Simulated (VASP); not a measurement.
A run of VASP 6.6.1 is set up as follows.

INCAR

```
SYSTEM = SiO2
ALGO = Normal
EDIFF = 1E-6
ENCUT = 600
GGA = RP
GGA_COMPAT = .False.
ISIF = 2
ISMEAR = -1
IVDW = 13
LASPH = .True.
LCHARG = .False.
LREAL = .False.
LWAVE = .False.
NBANDS = 44
NELM = 120
PREC = Accurate
SIGMA = 0.05
```

The input KPOINTS:

```
k-points
0
Gamma
  6 6 4
  0 0 0
```

The input POSCAR:

```
SiO2
1.0
    4.8742652290      0.0000000000      0.0000000000
    0.0000000000      4.8742652290      0.0000000000
    0.0000000000      0.0000000000      6.6586755015
Si O
4 8
Direct
    0.8183370267      0.1816629733      0.7500000000
    0.6816629733      0.6816629733      0.5000000000
    0.1816629733      0.8183370267      0.2500000000
    0.3183370267      0.3183370267      0.0000000000
    0.1414046082      0.2308260092      0.8020045270
    0.2691739908      0.6414046082      0.0520045270
    0.8585953918      0.7691739908      0.3020045270
    0.7308260092      0.3585953918      0.5520045270
    0.6414046082      0.2691739908      0.9479954730
    0.7691739908      0.8585953918      0.6979954730
    0.3585953918      0.7308260092      0.4479954730
    0.2308260092      0.1414046082      0.1979954730
```

Potentials or basis: VASP PAW PBE potentials, release 64 (Si, O).

The run is started by

```console
$ cat potpaw_PBE.64/Si/POTCAR potpaw_PBE.64/O/POTCAR > POTCAR
$ mpirun -np 1 vasp_std > vasp.out
```

(1) Estimate the pressure.

(2) Estimate the dispersion energy per atom.

(3) Estimate the largest force.

Results:

(1) -0.6 GPa.

(2) -0.347 eV.

(3) 0.037 eV/Å.

Caveat: the PAW data sets were made with another functional, which shifts forces and pressure a little.
